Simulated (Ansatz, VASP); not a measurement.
# Two plane-wave programs on MoW3

```
CELL_PARAMETERS angstrom
4.48838 0.00000 0.00000
0.00000 4.48838 0.00000
0.00000 0.00000 3.18780
ATOMIC_POSITIONS crystal
Mo 0.00000 0.00000 0.50000
W 0.00000 0.50000 0.00000
W 0.50000 0.50000 0.50000
W 0.50000 0.00000 0.00000
```

Alike in both runs: functional PBE; k mesh 4 × 4 × 6; occupations gaussian, width 0.1 eV; no spin polarisation.

Ansatz relaxed the structure, and its values are those at the end. VASP's run is a single point on that final structure, the one shown.

|  | VASP | Ansatz |
| --- | --- | --- |
| version | VASP 6.6.1 | Ansatz 0.2.0 |
| potentials or method | VASP PAW PBE potentials, release 64 (Mo_sv, W_sv), cutoff 520 eV | scalar-relativistic, plane waves, PAW |
| valence electrons in the cell | 56 | 56 |

|  | VASP | Ansatz | Ansatz less VASP |
| --- | --- | --- | --- |
| gap on the k mesh at the Fermi level (eV) | none | none | - |
| pressure (GPa) | 0.5 | 0.0 | -0.50 |

A gap of «none» marks a metal or a gap that the smearing closes.

Spin-orbit coupling is off throughout.
